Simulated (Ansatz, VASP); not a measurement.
Si2Ge2P: VASP beside Ansatz

```xyz
5
Lattice="4.5431 0.0000 0.0000 -2.2715 3.9344 0.0000 0.0000 0.0000 7.0094" Properties=species:S:1:pos:R:3 pbc="T T T"
Si    0.0000    0.0000    4.8711
Si    0.0000    0.0000    2.1383
Ge    0.0000    2.6229    3.5047
Ge    2.2715    1.3115    3.5047
P     0.0000    0.0000    0.0000
```

Alike in both runs: functional PBE; k mesh 12 × 12 × 6; occupations gaussian, width 0.1 eV; no spin polarisation.

Ansatz relaxed the structure, and its values are those at the end. VASP's run is a single point on that final structure, the one shown.

|  | VASP | Ansatz |
| --- | --- | --- |
| version | VASP 6.6.1 | Ansatz 0.2.0 |
| potentials or method | VASP PAW PBE potentials, release 64 (Si, Ge_d, P), cutoff 520 eV | scalar-relativistic, plane waves, PAW |
| valence electrons in the cell | 41 | 41 |

Ansatz gave:

| Item | Value |
| --- | --- |
| gap on the k mesh at the Fermi level (eV) | none |
| pressure (GPa) | 0.0 |
| rms of the force components (eV/Å) | 0.000 |

Problem. Estimate VASP's values.

Solution. gap on the k mesh at the Fermi level (eV): none; pressure (GPa): 0.0; rms of the force components (eV/Å): 0.009.

A gap of «none» marks a metal or a gap that the smearing closes.
